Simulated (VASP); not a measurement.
# AlN (R-3m) in VASP: notebook

The runs below take AlN through single point, with r2SCAN.

All numbers are computed with VASP 6.6.1; they aren't measurements. Logs are shortened: lines on timing, memory, paths and dates and some standing lists are left out, and cuts for length are marked.

### 1 The cell of the first run

Symmetry: R-3m, No. 166, trigonal system. The conventional cell has a = 2.769 Å, b = 2.769 Å, c = 7.024 Å, α = 90.00°, β = 90.00°, γ = 120.00°. Within 2.6 Å of Al (site symmetry -3m) lie 6 N at 1.98 Å. N (site symmetry -3m) has 6 Al at 1.98 Å within 2.6 Å.

### 2 Single point, r2SCAN (epitaxial 111 strain -3.0%)

Input file POSCAR:

```
AlN
1.0
    0.0461478504      2.0044502490      2.0044502490
    2.0044502490      0.0461478504      2.0044502490
    2.0044502490      2.0044502490      0.0461478504
Al N
1 1
Direct
    0.0000000000      0.0000000000      0.0000000000
    0.5000000000      0.5000000000      0.5000000000
```

Input file INCAR.step1:

```
PREC = Accurate ; ENCUT = 520
ISMEAR = 0 ; SIGMA = 0.01
LREAL = False ; LASPH = True
NELM = 100 ; NBANDS = 11
GGA = PE ; ALGO = Normal
EDIFF = 1E-4 ; LWAVE = True
LCHARG = False
```

Input file INCAR.step2:

```
PREC = Accurate ; ENCUT = 520
EDIFF = 1E-6 ; ISMEAR = 0
SIGMA = 0.01 ; LREAL = False
LASPH = True ; NELM = 100
ALGO = Normal ; ISIF = 2
LWAVE = False ; LCHARG = False
METAGGA = R2SCAN ; LMIXTAU = True
NBANDS = 11 ; ISTART = 1
```

Input file KPOINTS:

```
regular mesh
0
Gamma
  10 10 10
```

Potentials or basis: VASP PAW PBE potentials, release 64 (Al, N).

Started as:

```bash
cat potpaw_PBE.64/Al/POTCAR potpaw_PBE.64/N/POTCAR > POTCAR
cp INCAR.step1 INCAR
mpirun -np 1 vasp_std > vasp.out
cp INCAR.step2 INCAR
mpirun -np 1 vasp_std > vasp.out
```

OUTCAR:

```text
PREC = Accurate
   ENCUT = 520
   EDIFF = 1E-6
   ISMEAR = 0
   LREAL = False
   LASPH = True
   NELM = 100
   ISIF = 2
   METAGGA = R2SCAN
   ISTART = 1

 ion  position               nearest neighbor table
   1  0.000  0.000  0.000-   2 1.98   2 1.98   2 1.98   2 1.98   2 1.98   2 1.98
   2  0.500  0.500  0.500-   1 1.98   1 1.98   1 1.98   1 1.98   1 1.98   1 1.98

  LATTYP: Found a trigonal (rhomboedric) cell.
 ALAT       =     2.8350963344
 COS(alpha) =     0.5228841209

  Lattice vectors:

 A1 = (   0.0461478504,   2.0044502490,   2.0044502490)
 A2 = (   2.0044502490,   0.0461478504,   2.0044502490)
 A3 = (   2.0044502490,   2.0044502490,   0.0461478504)

Analysis of symmetry for initial positions (statically):
=====================================================================
 Subroutine PRICEL returns:
 Original cell was already a primitive cell.

 Routine SETGRP: Setting up the symmetry group for a
 trigonal (rhombohedral) supercell.

 Subroutine GETGRP returns: Found 12 space group operations
 (whereof 12 operations were pure point group operations)
 out of a pool of 12 trial point group operations.

The static configuration has the point symmetry D_3d.

Analysis of symmetry for dynamics (positions and initial velocities):
=====================================================================
 Subroutine PRICEL returns:
 Original cell was already a primitive cell.

 Routine SETGRP: Setting up the symmetry group for a
 trigonal (rhombohedral) supercell.

 Subroutine GETGRP returns: Found 12 space group operations
 (whereof 12 operations were pure point group operations)
 out of a pool of 12 trial point group operations.

The dynamic configuration has the point symmetry D_3d.

 Subroutine INISYM returns: Found 12 space group operations
 (whereof 12 operations are pure point group operations),
 and found     1 'primitive' translations

----------------------------------------------------------------------------------------

                                     Primitive cell

  volume of cell :      15.5509

  direct lattice vectors                    reciprocal lattice vectors
     0.046147850  2.004450249  2.004450249    -0.258228848  0.252417516  0.252417516
     2.004450249  0.046147850  2.004450249     0.252417516 -0.258228848  0.252417516
     2.004450249  2.004450249  0.046147850     0.252417516  0.252417516 -0.258228848

  length of vectors
     2.835096334  2.835096334  2.835096334     0.440580688  0.440580688  0.440580688

  position of ions in fractional coordinates (direct lattice)
     0.000000000  0.000000000  0.000000000
     0.500000000  0.500000000  0.500000000

  ion indices of the primitive-cell ions
   primitive index   ion index
                 1           1
                 2           2

----------------------------------------------------------------------------------------

 KPOINTS: regular mesh

Automatic generation of k-mesh.
 Grid dimensions read from file:
 generate k-points for:   10   10   10

 Generating k-lattice:

  Cartesian coordinates                     Fractional coordinates (reciprocal lattice)
    -0.025822885  0.025241752  0.025241752     0.100000000 -0.000000000 -0.000000000
     0.025241752 -0.025822885  0.025241752    -0.000000000  0.100000000 -0.000000000
     0.025241752  0.025241752 -0.025822885    -0.000000000 -0.000000000  0.100000000

  Length of vectors
     0.044058069  0.044058069  0.044058069

  Shift w.r.t. Gamma in fractional coordinates (k-lattice)
     0.000000000  0.000000000  0.000000000

 Subroutine IBZKPT returns following result:
 ===========================================

 Found    116 irreducible k-points:

 Following reciprocal coordinates:
            Coordinates               Weight
  0.000000  0.000000  0.000000      1.000000
  0.100000  0.000000 -0.000000      6.000000
  0.200000  0.000000 -0.000000      6.000000
  0.300000  0.000000 -0.000000      6.000000
  0.400000  0.000000 -0.000000      6.000000
  0.500000  0.000000  0.000000      3.000000
[... 16 lines left out ...]
  0.300000  0.300000  0.000000      6.000000
  0.400000  0.300000  0.000000     12.000000
 [... further k-points ...]
   k-points           NKPTS =    116   k-points in BZ     NKDIM =    116   number of bands    NBANDS=     11
   number of dos      NEDOS =    301   number of ions     NIONS =      2
   total plane-waves  NPLWV =  13824
   dimension x,y,z NGX =    24 NGY =   24 NGZ =   24
   dimension x,y,z NGXF=    48 NGYF=   48 NGZF=   48
   ions per type =               1   1
   NGX,Y,Z   is equivalent  to a cutoff of  14.07, 14.07, 14.07 a.u.
   NGXF,Y,Z  is equivalent  to a cutoff of  28.15, 28.15, 28.15 a.u.
 SYSTEM =  unknown system
   PREC   = accura    normal or accurate (medium, high low for compatibility)
   ISTART =      1    job   : 0-new  1-cont  2-samecut
   ICHARG =      0    charge: 1-file 2-atom 10-const
   ISPIN  =      1    spin polarized calculation?
   LNONCOLLINEAR =      F non collinear calculations
   LSORBIT =      F    spin-orbit coupling
   LASPH  =      T    aspherical Exc in radial PAW
   ENCUT  =  520.0 eV  38.22 Ry    6.18 a.u.   5.27  5.27  5.27*2*pi/ulx,y,z
   NELM   =    100;   NELMIN=  2; NELMDL=  0     # of ELM steps
   EDIFF  = 0.1E-05   stopping-criterion for ELM
   LREAL  =      F    real-space projection
   EDIFFG = 0.1E-04   stopping-criterion for IOM
   NSW    =      0    number of steps for IOM
   IBRION =     -1    ionic relax: 0-MD 1-quasi-New 2-CG
   NFREE  =      0    steps in history (QN), initial steepest desc. (CG)
   ISIF   =      2    stress and relaxation
   ISYM   =      2    0-nonsym 1-usesym 2-fastsym
   POTIM  = 0.5000    time-step for ionic-motion
   TEBEG  =    0.0;   TEEND  =   0.0 temperature during run
   PSTRESS=    0.0 pullay stress
   NELECT =       8.0000    total number of electrons
   NUPDOWN=      -1.0000    fix difference up-down
   EMIN   =  10.00;   EMAX   =-10.00  energy-range for DOS
   EFERMI =   0.00;   METHOD = LEGACY
   ISMEAR =     0;   SIGMA  =   0.01  broadening in eV -4-tet -1-fermi 0-gaus
   EFERMI_NEDOS =   21; number of points for ismear=-14 and -15
   IALGO  =     38    algorithm
   IMIX   =      4    mixing-type and parameters
     AMIX     =   0.40;   BMIX     =  1.00
     AMIX_MAG =   1.60;   BMIX_MAG =  1.00
  volume/ion in A,a.u.               =       7.78        52.47
  Fermi-wavevector in a.u.,A,eV,Ry     =   1.311756  2.478859 23.411588  1.720703
  Thomas-Fermi vector in A             =   2.442195
   LORBIT       =      0    0 simple, 1 ext, 2 COOP (PROOUT), +10 PAW based schemes
   METAGGA = R2SCAN    functional components
   LHFCALC =     F    Hartree Fock is set to
   AEXX    =    0.0000 exact exchange contribution
   IVDW    =     0    specifies the selected vdW correction
   LEPSILON=     F    determine dielectric tensor
   LRPA    =     F    only Hartree local field effects (RPA)
 non-spin polarized calculation
 Gauss-broadening in eV      SIGMA  =   0.01
  energy-cutoff  :      520.00
  volume of cell :       15.55
 maximum number of plane-waves:       427
 NGX is ok and might be reduce to    24
   NGX = 11   NGY = 11   NGZ = 11

 number of electron       8.0000000 magnetization

 Free energy of the ion-electron system (eV)
  ---------------------------------------------------
  ext. energy  EPLUGINS =         0.00000000
  ---------------------------------------------------
  free energy    TOTEN  =       -18.82390008 eV

  energy without entropy =      -18.82390008  energy(sigma->0) =      -18.82390008

 E-fermi :  10.8179     XC(G=0): -13.1847

 val. band max:       10.7611622364   @ k =   0.0000   0.0000   0.0000
 cond. band min:      16.1493074329   @ k =   0.5000   0.5000  -0.0000
 fundamental gap:      5.3881451965
 Fermi energy:        10.8179143168

 k-point     1 :       0.0000    0.0000    0.0000
  band No.  band energies     occupation
      1      -8.3951      2.00000
      2      10.2205      2.00000
      3      10.7612      2.00000
      4      10.7612      2.00000
      5      17.9405      0.00000
      6      23.0601      0.00000
      7      24.0745      0.00000
      8      24.0745      0.00000
      9      29.5745      0.00000
     10      29.6550      0.00000
     11      29.6550      0.00000

 k-point     2 :       0.1000    0.0000   -0.0000
  band No.  band energies     occupation
      1      -8.1699      2.00000
      2       9.6303      2.00000
      3      10.1771      2.00000
      4      10.6050      2.00000
      5      18.4844      0.00000
      6      23.0187      0.00000
      7      23.6134      0.00000
      8      24.3933      0.00000
      9      28.2327      0.00000
     10      28.5353      0.00000
     11      30.9933      0.00000

 k-point     3 :       0.2000    0.0000   -0.0000
  band No.  band energies     occupation
      1      -7.5155      2.00000
      2       7.3951      2.00000
      3       9.7992      2.00000
      4      10.2271      2.00000
      5      18.8489      0.00000
      6      22.8519      0.00000
      7      24.0924      0.00000
      8      24.5945      0.00000
      9      27.3652      0.00000
     10      28.1797      0.00000
     11      30.5671      0.00000

 k-point     4 :       0.3000    0.0000   -0.0000
  band No.  band energies     occupation
      1      -6.5141      2.00000
      2       4.8749      2.00000
      3       9.4215      2.00000
      4       9.8097      2.00000
      5      18.3290      0.00000
      6      23.5631      0.00000
      7      23.9172      0.00000
      8      24.1926      0.00000
      9      28.7571      0.00000
     10      29.6464      0.00000
     11      29.9152      0.00000

 k-point     5 :       0.4000    0.0000   -0.0000
  band No.  band energies     occupation
      1      -5.4049      2.00000
      2       2.7435      2.00000
      3       9.1476      2.00000
      4       9.5032      2.00000
      5      17.8428      0.00000
      6      22.9015      0.00000
      7      23.2729      0.00000
      8      25.6427      0.00000
      9      28.8706      0.00000
     10      31.3137      0.00000
     11      32.4902      0.00000
[... 211 lines left out ...]
 k-point    21 :      -0.3000    0.2000    0.0000
  band No.  band energies     occupation
      1      -5.1609      2.00000
      2       3.8686      2.00000
      3       6.6591      2.00000
      4       9.0916      2.00000
      5      19.7777      0.00000
      6      21.8861      0.00000
      7      23.7395      0.00000
      8      24.4051      0.00000
      9      28.8336      0.00000
     10      32.4471      0.00000
     11      33.8708      0.00000

 k-point    22 :      -0.2000    0.2000    0.0000
  band No.  band energies     occupation
      1      -6.1763      2.00000
      2       5.4089      2.00000
      3       7.4567      2.00000
      4       9.5886      2.00000
      5      20.4216      0.00000
      6      21.6307      0.00000
      7      23.2025      0.00000
      8      24.5956      0.00000
      9      26.5931      0.00000
     10      32.1085      0.00000
     11      33.6155      0.00000

 k-point    23 :       0.3000    0.3000    0.0000
  band No.  band energies     occupation
      1      -5.9681      2.00000
      2       5.4199      2.00000
      3       8.1247      2.00000
      4       8.6083      2.00000
      5      17.8439      0.00000
      6      19.1903      0.00000
      7      24.1327      0.00000
      8      28.0909      0.00000
      9      28.3419      0.00000
     10      32.6307      0.00000
     11      36.9860      0.00000

 k-point    24 :       0.4000    0.3000    0.0000
  band No.  band energies     occupation
      1      -5.1523      2.00000
      2       4.3206      2.00000
      3       7.7242      2.00000
      4       7.8493      2.00000
      5      17.4379      0.00000
      6      19.1000      0.00000
      7      24.6046      0.00000
      8      28.1104      0.00000
      9      29.2515      0.00000
     10      34.1563      0.00000
     11      37.9577      0.00000

 [... further k-points ...]
[... 5 lines left out ...]
  --------------------------------------------------------------------------------------
  -------------------------------------------------------------------------------------
  Total        1.6260434      1.6260434      1.6260434     -0.8530589     -0.8530589     -0.8530589
  in kB      167.5279059    167.5279059    167.5279059    -87.8889042    -87.8889042    -87.8889042
  external PRESSURE =     167.5279059 kB  Pullay stress =       0.0000000 kB

 VOLUME and BASIS-vectors are now :
 -----------------------------------------------------------------------------
  energy-cutoff  :      520.00
  volume of cell :       15.55
      direct lattice vectors                 reciprocal lattice vectors
     0.046147850  2.004450249  2.004450249    -0.258228848  0.252417516  0.252417516
     2.004450249  0.046147850  2.004450249     0.252417516 -0.258228848  0.252417516
     2.004450249  2.004450249  0.046147850     0.252417516  0.252417516 -0.258228848

 POSITION                                       TOTAL-FORCE (eV/Angst)
 -----------------------------------------------------------------------------------
      0.00000      0.00000      0.00000         0.000000     -0.000000      0.000000
      2.02752      2.02752      2.02752        -0.000000      0.000000     -0.000000
 -----------------------------------------------------------------------------------
    total drift:                               -0.000000     -0.000000      0.000000

  FREE ENERGIE OF THE ION-ELECTRON SYSTEM (eV)
  ---------------------------------------------------
  free  energy   TOTEN  =       -18.8239000768 eV

  energy  without entropy=      -18.8239000768  energy(sigma->0) =      -18.82390008
```

It took 85 s on 1 thread of Intel Xeon 8259CL, shared host; peak memory 0.15 GiB.

Results:

| Quantity | Value |
| --- | --- |
| Free energy | -18.8239 eV |
| Pressure | 16.8 GPa |
| Band gap on the k mesh | 5.39 eV, indirect (least direct gap 7.18 eV) |

Levels at points of the mesh, in eV from the valence-band top:
| k point | band 1 | band 2 | band 3 | band 4 | band 5 | band 6 | band 7 | band 8 | band 9 |
| --- | --- | --- | --- | --- | --- | --- | --- | --- | --- |
| (0.00, 0.00, 0.00) | -19.16 | -0.54 | 0.00 | 0.00 | 7.18 | 12.30 | 13.31 | 13.31 | 18.81 |
| (0.50, 0.00, 0.00) | -15.59 | -8.95 | -1.71 | -1.37 | 6.91 | 11.89 | 12.28 | 15.48 | 17.89 |
| (0.50, 0.50, 0.00) | -14.60 | -8.15 | -3.49 | -2.98 | 5.39 | 6.24 | 15.89 | 19.52 | 19.64 |
| (0.50, 0.50, 0.50) | -15.86 | -9.29 | -1.19 | -1.19 | 7.66 | 12.84 | 12.84 | 14.98 | 18.48 |

Caveat: the cell differs from its parent crystal (epitaxial 111 strain -3.0%); the PAW data sets were made with another functional, which shifts forces and pressure a little.

(Part 1 of 2 ends here.)
